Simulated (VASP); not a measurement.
# InP (I-4m2) in VASP: further runs

The runs below take InP through single point, with r2SCAN.

All numbers are computed with VASP 6.6.1; they aren't measurements. Logs are shortened: lines on timing, memory, paths and dates and some standing lists are left out, and cuts for length are marked.

## (1) The cell of the first run

It takes space group I-4m2 (No. 119, tetragonal). The conventional cell has a = 4.302 Å, b = 4.302 Å, c = 5.730 Å, α = 90.00°, β = 90.00°, γ = 90.00°. In (site symmetry -4m2) has 4 P at 2.58 Å within 3.4 Å. P (site symmetry -4m2) has 4 In at 2.58 Å within 3.4 Å.

## (2) Single point, r2SCAN (strain +0.030 along x and y, -0.030 along z)

Input file POSCAR:

```
InP
1.0
    0.0000000000      3.0421759819      2.8649618471
    3.0421759819      0.0000000000      2.8649618471
    3.0421759819      3.0421759819      0.0000000000
In P
1 1
Direct
    0.0000000000      0.0000000000      0.0000000000
    0.7500000000      0.7500000000      0.7500000000
```

Input file INCAR.step1:

```
PREC     = Accurate       # precision mode
ENCUT    = 520            # plane-wave cutoff, eV
ISMEAR   = 0              # smearing method
SIGMA    = 0.05           # smearing width, eV
LREAL    = False          # projectors in reciprocal space
LASPH    = True           # aspherical terms in the spheres
NELM     = 60             # most SCF steps
NBANDS   = 16             # bands
GGA      = PE             # functional
ALGO     = Normal         # electronic algorithm
EDIFF    = 1E-4           # SCF threshold, eV
LWAVE    = True           # write WAVECAR
LCHARG   = False          # write CHGCAR
```

Input file INCAR.step2:

```
PREC     = Accurate       # precision mode
ENCUT    = 520            # plane-wave cutoff, eV
EDIFF    = 1E-6           # SCF threshold, eV
ISMEAR   = 0              # smearing method
SIGMA    = 0.05           # smearing width, eV
LREAL    = False          # projectors in reciprocal space
LASPH    = True           # aspherical terms in the spheres
NELM     = 60             # most SCF steps
ALGO     = Normal         # electronic algorithm
ISIF     = 2              # what is computed and relaxed
LWAVE    = False          # write WAVECAR
LCHARG   = False          # write CHGCAR
METAGGA  = R2SCAN         # meta-GGA
LMIXTAU  = True         
NBANDS   = 16             # bands
ISTART   = 1
```

Input file KPOINTS:

```
Automatic mesh
0
Gamma
  8 8 8
```

Potentials or basis: VASP PAW PBE potentials, release 64 (In_d, P).

Command:

```sh
$ cat potpaw_PBE.64/In_d/POTCAR potpaw_PBE.64/P/POTCAR > POTCAR
$ cp INCAR.step1 INCAR
$ mpirun -np 1 vasp_std > vasp.out
$ cp INCAR.step2 INCAR
$ mpirun -np 1 vasp_std > vasp.out
```

OUTCAR:

```text
PREC = Accurate
   ENCUT = 520
   EDIFF = 1E-6
   ISMEAR = 0
   LREAL = False
   LASPH = True
   NELM = 60
   ISIF = 2
   METAGGA = R2SCAN
   ISTART = 1

 ion  position               nearest neighbor table
   1  0.000  0.000  0.000-   2 2.58   2 2.58   2 2.58   2 2.58
   2  0.750  0.750  0.750-   1 2.58   1 2.58   1 2.58   1 2.58

  LATTYP: Found a body centered tetragonal cell.
 ALAT       =     4.3022865327
 C/A-ratio  =     1.3318321898

  Lattice vectors:

 A1 = (   0.0000000000,  -3.0421759819,  -2.8649618471)
 A2 = (   0.0000000000,   3.0421759819,  -2.8649618471)
 A3 = (   3.0421759819,   0.0000000000,   2.8649618471)

Analysis of symmetry for initial positions (statically):
=====================================================================
 Subroutine PRICEL returns:
 Original cell was already a primitive cell.

 Routine SETGRP: Setting up the symmetry group for a
 body centered tetragonal supercell.

 Subroutine GETGRP returns: Found  8 space group operations
 (whereof  8 operations were pure point group operations)
 out of a pool of 16 trial point group operations.

The static configuration has the point symmetry D_2d.

Analysis of symmetry for dynamics (positions and initial velocities):
=====================================================================
 Subroutine PRICEL returns:
 Original cell was already a primitive cell.

 Routine SETGRP: Setting up the symmetry group for a
 body centered tetragonal supercell.

 Subroutine GETGRP returns: Found  8 space group operations
 (whereof  8 operations were pure point group operations)
 out of a pool of 16 trial point group operations.

The dynamic configuration has the point symmetry D_2d.

 Subroutine INISYM returns: Found  8 space group operations
 (whereof  8 operations are pure point group operations),
 and found     1 'primitive' translations

----------------------------------------------------------------------------------------

                                     Primitive cell

  volume of cell :      53.0295

  direct lattice vectors                    reciprocal lattice vectors
     0.000000000  3.042175982  2.864961847    -0.164356041  0.164356041  0.174522394
     3.042175982  0.000000000  2.864961847     0.164356041 -0.164356041  0.174522394
     3.042175982  3.042175982  0.000000000     0.164356041  0.164356041 -0.174522394

  length of vectors
     4.178856433  4.178856433  4.302286533     0.290661112  0.290661112  0.290661112

  position of ions in fractional coordinates (direct lattice)
     0.000000000  0.000000000  0.000000000
     0.750000000  0.750000000  0.750000000

  ion indices of the primitive-cell ions
   primitive index   ion index
                 1           1
                 2           2

----------------------------------------------------------------------------------------

 KPOINTS: Automatic mesh

Automatic generation of k-mesh.
 Grid dimensions read from file:
 generate k-points for:    8    8    8

 Generating k-lattice:

  Cartesian coordinates                     Fractional coordinates (reciprocal lattice)
    -0.020544505  0.020544505  0.021815299     0.125000000 -0.000000000  0.000000000
     0.020544505 -0.020544505  0.021815299    -0.000000000  0.125000000  0.000000000
     0.020544505  0.020544505 -0.021815299     0.000000000  0.000000000  0.125000000

  Length of vectors
     0.036332639  0.036332639  0.036332639

  Shift w.r.t. Gamma in fractional coordinates (k-lattice)
     0.000000000  0.000000000  0.000000000

 Subroutine IBZKPT returns following result:
 ===========================================

 Found     59 irreducible k-points:

 Following reciprocal coordinates:
            Coordinates               Weight
  0.000000  0.000000  0.000000      1.000000
  0.125000  0.000000  0.000000      8.000000
  0.250000  0.000000  0.000000      8.000000
  0.375000  0.000000  0.000000      8.000000
  0.500000  0.000000  0.000000      4.000000
  0.125000  0.125000  0.000000      2.000000
[... 16 lines left out ...]
  0.250000  0.000000  0.125000     16.000000
  0.375000  0.000000  0.125000     16.000000
 [... further k-points ...]
   k-points           NKPTS =     59   k-points in BZ     NKDIM =     59   number of bands    NBANDS=     16
   number of dos      NEDOS =    301   number of ions     NIONS =      2
   total plane-waves  NPLWV =  32768
   dimension x,y,z NGX =    32 NGY =   32 NGZ =   32
   dimension x,y,z NGXF=    64 NGYF=   64 NGZF=   64
   ions per type =               1   1
   NGX,Y,Z   is equivalent  to a cutoff of  12.73, 12.73, 12.37 a.u.
   NGXF,Y,Z  is equivalent  to a cutoff of  25.46, 25.46, 24.73 a.u.
 SYSTEM =  unknown system
   PREC   = accura    normal or accurate (medium, high low for compatibility)
   ISTART =      1    job   : 0-new  1-cont  2-samecut
   ICHARG =      0    charge: 1-file 2-atom 10-const
   ISPIN  =      1    spin polarized calculation?
   LNONCOLLINEAR =      F non collinear calculations
   LSORBIT =      F    spin-orbit coupling
   LASPH  =      T    aspherical Exc in radial PAW
   ENCUT  =  520.0 eV  38.22 Ry    6.18 a.u.   7.77  7.77  8.00*2*pi/ulx,y,z
   NELM   =     60;   NELMIN=  2; NELMDL=  0     # of ELM steps
   EDIFF  = 0.1E-05   stopping-criterion for ELM
   LREAL  =      F    real-space projection
   EDIFFG = 0.1E-04   stopping-criterion for IOM
   NSW    =      0    number of steps for IOM
   IBRION =     -1    ionic relax: 0-MD 1-quasi-New 2-CG
   NFREE  =      0    steps in history (QN), initial steepest desc. (CG)
   ISIF   =      2    stress and relaxation
   ISYM   =      2    0-nonsym 1-usesym 2-fastsym
   POTIM  = 0.5000    time-step for ionic-motion
   TEBEG  =    0.0;   TEEND  =   0.0 temperature during run
   PSTRESS=    0.0 pullay stress
   NELECT =      18.0000    total number of electrons
   NUPDOWN=      -1.0000    fix difference up-down
   EMIN   =  10.00;   EMAX   =-10.00  energy-range for DOS
   EFERMI =   0.00;   METHOD = LEGACY
   ISMEAR =     0;   SIGMA  =   0.05  broadening in eV -4-tet -1-fermi 0-gaus
   EFERMI_NEDOS =   21; number of points for ismear=-14 and -15
   IALGO  =     38    algorithm
   IMIX   =      4    mixing-type and parameters
     AMIX     =   0.40;   BMIX     =  1.00
     AMIX_MAG =   1.60;   BMIX_MAG =  1.00
  volume/ion in A,a.u.               =      26.51       178.93
  Fermi-wavevector in a.u.,A,eV,Ry     =   1.141984  2.158036 17.743716  1.304126
  Thomas-Fermi vector in A             =   2.278682
   LORBIT       =      0    0 simple, 1 ext, 2 COOP (PROOUT), +10 PAW based schemes
   METAGGA = R2SCAN    functional components
   LHFCALC =     F    Hartree Fock is set to
   AEXX    =    0.0000 exact exchange contribution
   IVDW    =     0    specifies the selected vdW correction
   LEPSILON=     F    determine dielectric tensor
   LRPA    =     F    only Hartree local field effects (RPA)
 non-spin polarized calculation
 Gauss-broadening in eV      SIGMA  =   0.05
  energy-cutoff  :      520.00
  volume of cell :       53.03
 maximum number of plane-waves:      1444
   NGX = 15   NGY = 15   NGZ = 15

 number of electron      18.0000001 magnetization

 Free energy of the ion-electron system (eV)
  ---------------------------------------------------
  ext. energy  EPLUGINS =         0.00000000
  ---------------------------------------------------
  free energy    TOTEN  =       -32.27120486 eV

  energy without entropy =      -32.27120486  energy(sigma->0) =      -32.27120486

 E-fermi :   4.8968     XC(G=0):  -9.6414

 val. band max:        4.6255098998   @ k =   0.0000   0.0000   0.0000
 cond. band min:       5.2999683669   @ k =   0.0000   0.0000   0.0000
 fundamental gap:      0.6744584670
 Fermi energy:         4.8968408114

 k-point     1 :       0.0000    0.0000    0.0000
  band No.  band energies     occupation
      1     -10.1214      2.00000
      2     -10.1214      2.00000
      3     -10.0976      2.00000
      4      -9.9702      2.00000
      5      -9.9572      2.00000
      6      -7.1812      2.00000
[... 8 lines left out ...]
     15      13.8410      0.00000
     16      14.6569      0.00000

 k-point     2 :       0.1250    0.0000    0.0000
  band No.  band energies     occupation
      1     -10.1332      2.00000
      2     -10.1144      2.00000
      3     -10.0964      2.00000
      4      -9.9707      2.00000
      5      -9.9561      2.00000
      6      -7.0084      2.00000
[... 8 lines left out ...]
     15      13.7433      0.00000
     16      14.2693      0.00000

 k-point     3 :       0.2500    0.0000    0.0000
  band No.  band energies     occupation
      1     -10.1703      2.00000
      2     -10.0995      2.00000
      3     -10.0847      2.00000
      4      -9.9705      2.00000
      5      -9.9515      2.00000
      6      -6.5286      2.00000
[... 8 lines left out ...]
     15      13.3892      0.00000
     16      14.2182      0.00000

 k-point     4 :       0.3750    0.0000    0.0000
  band No.  band energies     occupation
      1     -10.2070      2.00000
      2     -10.0879      2.00000
      3     -10.0737      2.00000
      4      -9.9675      2.00000
      5      -9.9434      2.00000
      6      -5.8984      2.00000
[... 8 lines left out ...]
     15      14.4659      0.00000
     16      14.5068      0.00000
[... 324 lines left out ...]
 k-point    22 :       0.1250    0.0000    0.1250
  band No.  band energies     occupation
      1     -10.1497      2.00000
      2     -10.1069      2.00000
      3     -10.0865      2.00000
      4      -9.9699      2.00000
      5      -9.9573      2.00000
      6      -6.9593      2.00000
[... 8 lines left out ...]
     15      14.2566      0.00000
     16      14.6845      0.00000

 k-point    23 :       0.2500    0.0000    0.1250
  band No.  band energies     occupation
      1     -10.1789      2.00000
      2     -10.0923      2.00000
      3     -10.0760      2.00000
      4      -9.9714      2.00000
      5      -9.9544      2.00000
      6      -6.5878      2.00000
[... 8 lines left out ...]
     15      14.2727      0.00000
     16      15.4021      0.00000

 k-point    24 :       0.3750    0.0000    0.1250
  band No.  band energies     occupation
      1     -10.2089      2.00000
      2     -10.0819      2.00000
      3     -10.0664      2.00000
      4      -9.9695      2.00000
      5      -9.9491      2.00000
      6      -5.9955      2.00000
[... 8 lines left out ...]
     15      14.5986      0.00000
     16      15.2047      0.00000

 [... further k-points ...]

------------------------ aborting loop because EDIFF is reached ----------------------------------------

  FORCE on cell =-STRESS in cart. coord.  units (eV):
  Direction    XX          YY          ZZ          XY          YZ          ZX
  --------------------------------------------------------------------------------------
  -------------------------------------------------------------------------------------
  Total       -0.9360748     -0.9360748     -0.1292372      0.0000000      0.0000000      0.0000000
  in kB      -28.2815770    -28.2815770     -3.9046368      0.0000000      0.0000000      0.0000000
  external PRESSURE =     -20.1559303 kB  Pullay stress =       0.0000000 kB

 VOLUME and BASIS-vectors are now :
 -----------------------------------------------------------------------------
  energy-cutoff  :      520.00
  volume of cell :       53.03
      direct lattice vectors                 reciprocal lattice vectors
     0.000000000  3.042175982  2.864961847    -0.164356041  0.164356041  0.174522394
     3.042175982  0.000000000  2.864961847     0.164356041 -0.164356041  0.174522394
     3.042175982  3.042175982  0.000000000     0.164356041  0.164356041 -0.174522394

 POSITION                                       TOTAL-FORCE (eV/Angst)
 -----------------------------------------------------------------------------------
      0.00000      0.00000      0.00000         0.000000      0.000000     -0.000000
      4.56326      4.56326      4.29744        -0.000000     -0.000000      0.000000
 -----------------------------------------------------------------------------------
    total drift:                               -0.000005     -0.000005      0.000017

  FREE ENERGIE OF THE ION-ELECTRON SYSTEM (eV)
  ---------------------------------------------------
  free  energy   TOTEN  =       -32.2712048553 eV

  energy  without entropy=      -32.2712048553  energy(sigma->0) =      -32.27120486
```

Wall time 64 s (1 thread of Intel Xeon Platinum 8559C (Emerald Rapids), shared host); peak memory 0.21 GiB.

Results:

- Free energy: -32.2712 eV
- Pressure: -2.0 GPa
- Band gap on the k mesh: 0.67 eV

Stress tensor (GPa, compression positive):
```
-2.83  0.00  0.00
 0.00 -2.83  0.00
 0.00  0.00 -0.39
```

Caveat: the cell differs from its parent crystal (strain +0.030 along x and y, -0.030 along z); semilocal functionals underestimate gaps, and a narrow one can read as zero; the PAW data sets were made with another functional, which shifts forces and pressure a little; spin-orbit coupling is left out, which moves the levels of the heavy elements.

## (3) Single point, r2SCAN (strain +0.030 along x and y, -0.015 along z)

Input file POSCAR:

```
InP
1.0
    0.0000000000      3.0421759819      2.9092653808
    3.0421759819      0.0000000000      2.9092653808
    3.0421759819      3.0421759819      0.0000000000
In P
1 1
Direct
    0.0000000000      0.0000000000      0.0000000000
    0.7500000000      0.7500000000      0.7500000000
```

Input file INCAR.step1:

```
SYSTEM = InP
ALGO     = Normal         ! electronic algorithm
EDIFF    = 1E-4           ! SCF threshold, eV
ENCUT    = 520            ! plane-wave cutoff, eV
GGA      = PE             ! functional
ISMEAR   = 0              ! smearing method
LASPH    = .TRUE.         ! aspherical terms in the spheres
LCHARG   = .FALSE.        ! write CHGCAR
LREAL    = .FALSE.        ! projectors in reciprocal space
LWAVE    = .TRUE.         ! write WAVECAR
NBANDS   = 16             ! bands
NELM     = 80             ! most SCF steps
PREC     = Accurate       ! precision mode
SIGMA    = 0.05           ! smearing width, eV
```

Input file INCAR.step2:

```
SYSTEM = InP
ALGO     = Normal         ! electronic algorithm
EDIFF    = 1E-6           ! SCF threshold, eV
ENCUT    = 520            ! plane-wave cutoff, eV
ISIF     = 2              ! what is computed and relaxed
ISMEAR   = 0              ! smearing method
ISTART   = 1            
LASPH    = .TRUE.         ! aspherical terms in the spheres
LCHARG   = .FALSE.        ! write CHGCAR
LMIXTAU  = .TRUE.       
LREAL    = .FALSE.        ! projectors in reciprocal space
LWAVE    = .FALSE.        ! write WAVECAR
METAGGA  = R2SCAN         ! meta-GGA
NBANDS   = 16             ! bands
NELM     = 80             ! most SCF steps
PREC     = Accurate       ! precision mode
SIGMA    = 0.05           ! smearing width, eV
```

Input file KPOINTS:

```
k-points
0
G
  8 8 8
  0 0 0
```

Potentials or basis: VASP PAW PBE potentials, release 64 (In_d, P).

Command:

```sh
$ cat potpaw_PBE.64/In_d/POTCAR potpaw_PBE.64/P/POTCAR > POTCAR
$ cp INCAR.step1 INCAR
$ mpirun -np 1 vasp_std > vasp.out
$ cp INCAR.step2 INCAR
$ mpirun -np 1 vasp_std > vasp.out
```

Wall time 66 s (1 thread of Intel Xeon Platinum 8559C (Emerald Rapids), shared host); peak memory 0.21 GiB.

The run converged. Its results:

```yaml
Free_energy: -32.2663 eV
Pressure: -2.9 GPa
Band_gap_on_the_k_mesh: 0.63 eV
```

Stress tensor (GPa, compression positive):
```
-3.48  0.00  0.00
 0.00 -3.48  0.00
 0.00  0.00 -1.60
```

Levels at points of the mesh, in eV from the valence-band top:
| k point | band 7 | band 8 | band 9 | band 10 | band 11 | band 12 |
| --- | --- | --- | --- | --- | --- | --- |
| (0.00, 0.00, 0.00) | -0.20 | -0.20 | 0.00 | 0.63 | 4.26 | 4.34 |
| (0.50, 0.00, 0.00) | -5.65 | -1.18 | -0.90 | 1.53 | 4.87 | 5.19 |
| (0.50, 0.50, 0.00) | -5.53 | -2.47 | -2.47 | 1.83 | 2.13 | 9.58 |
| (0.50, 0.00, 0.50) | -5.80 | -2.24 | -2.22 | 2.06 | 2.54 | 9.14 |

Caveat: the cell differs from its parent crystal (strain +0.030 along x and y, -0.015 along z); semilocal functionals underestimate gaps, and a narrow one can read as zero; the PAW data sets were made with another functional, which shifts forces and pressure a little; spin-orbit coupling is left out, which moves the levels of the heavy elements.

[end of part 1 of 2]
